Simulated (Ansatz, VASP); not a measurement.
Au in VASP and in Ansatz

```
Au
1.0
     2.94696    0.00000    0.00000
    -1.47348    2.55214    0.00000
     0.00000    0.00000    4.77407
Au
2
Direct
  0.33333 0.66667 0.25000
  0.66667 0.33333 0.75000
```

Alike in both runs: task relaxation of cell and atoms; functional PBE; k mesh 16 × 16 × 9; occupations fermi-dirac, width 0.05 eV; no spin polarisation.

```csv
,VASP,Ansatz
version,VASP 6.6.1,Ansatz 0.2.0
potentials or method,"VASP PAW PBE potentials, release 64 (Au)","PAW with Ansatz's default frozen-core files, scalar-relativistic"
plane-wave cutoff (eV),600,420
valence electrons in the cell,22,38
```

VASP gave:

```
relaxed volume (Å³/atom)                                        : 18.00
relaxed length of the cell vector where the two differ most in proportion (Å) : 4.846
```

What did Ansatz give for the same quantities?

Relaxed volume (Å³/atom): 18.01; relaxed length of the cell vector where the two differ most in proportion (Å): 4.851.

VASP's potentials hold 22 valence electrons a cell and Ansatz's 38, so a difference there can come from the potentials and not from the codes.

Spin-orbit coupling is off throughout.
